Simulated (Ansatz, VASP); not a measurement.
# SiO2 in VASP and in Ansatz

```
Si O
1.0
     5.21147    0.00000    0.00000
    -2.60573    4.51326    0.00000
     0.00000    0.00000    5.45797
Si O
3 6
Direct
  0.00000 0.50000 0.33333
  0.50000 0.50000 0.66667
  0.50000 0.00000 0.00000
  0.58350 0.79175 0.83333
  0.79175 0.58350 0.50000
  0.79175 0.20825 0.16667
  0.41650 0.20825 0.83333
  0.20825 0.41650 0.50000
  0.20825 0.79175 0.16667
```

Change from the starting cell: strain +0.030 along x and y, -0.015 along z, atoms carried along.

Alike in both runs: task single point; functional r2SCAN; k mesh 6 × 6 × 4; occupations gaussian, width 0.05 eV; no spin polarisation.

```csv
,VASP,Ansatz
version,VASP 6.6.1,Ansatz 0.2.0
potentials or method,"VASP PAW PBE potentials, release 64 (Si, O), cutoff 520 eV","scalar-relativistic, plane waves, PAW"
valence electrons in the cell,48,48
```

Ansatz gave:

* gap on the k mesh at the Fermi level (eV): 6.03
* least direct gap on the mesh (eV): 6.32
* pressure (GPa): -7.8
* traceless stress, the component that is largest in VASP (GPa): 2.30
* rms of the force components (eV/Å): 0.181

Question: Which values does VASP return?

Answer: gap on the k mesh at the Fermi level (eV): 6.03; least direct gap on the mesh (eV): 6.32; pressure (GPa): -7.7; traceless stress, the component that is largest in VASP (GPa): 2.32; rms of the force components (eV/Å): 0.186.

VASP's potentials were made for PBE, not for r2SCAN. Atom by atom the forces differ by 0.005 eV/Å (rms over components).
